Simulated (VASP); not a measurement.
Set up this calculation in VASP 6.6.1, as the native input.

| Property | Result |
| --- | --- |
| Task | single point |
| Functional | PBE |
| Potentials or basis | VASP PAW PBE potentials, release 64 (K_sv, F) |
| Cutoff | 520 eV |
| k mesh | 8 × 8 × 8 |
| Occupations | gaussian, width 0.05 eV |
| Spin | no spin polarisation |
| Dipole correction | no |
| Further INCAR settings | ALGO = Normal; EDIFF = 1e-07; NBANDS = 15 |

The structure of KF lies in POSCAR:

```
KF
1.0
    0.0000000000      2.7105354767      2.4056002356
    2.8528385892      0.0000000000      2.4056002356
    2.8528385892      2.7105354767      0.0000000000
K F
1 1
Direct
    0.0000000000      0.0000000000      0.0000000000
    0.5000000000      0.5000000000      0.5000000000
```

This cell differs from its parent crystal: normal strain along x +0.0525, normal strain along z -0.1125.

These files were run (other wordings do the same):

INCAR

```
  PREC = Accurate
  ENCUT = 520
  EDIFF = 1E-7
  ISMEAR = 0
  SIGMA = 0.05
  LREAL = False
  LASPH = True
  NELM = 60
  ALGO = Normal
  ISIF = 2
  LWAVE = False
  LCHARG = False
  GGA = PE
  NBANDS = 15
```

KPOINTS

```
Automatic mesh
0
Gamma
  8 8 8
```

Potentials or basis: VASP PAW PBE potentials, release 64 (K_sv, F).

Command:

```bash
$ cat potpaw_PBE.64/K_sv/POTCAR potpaw_PBE.64/F/POTCAR > POTCAR
$ mpirun -np 1 vasp_std > vasp.out
```

It gave:

```
Pressure               : 4.9 GPa
Band gap on the k mesh : 5.91 eV
```

Caveat: the cell differs from its parent crystal (normal strain along x +0.0525, normal strain along z -0.1125); the cell stands under pressure.

Wall time 89 s on 1 thread of Intel Xeon 8259CL (shared host), peak memory 0.19 GiB.
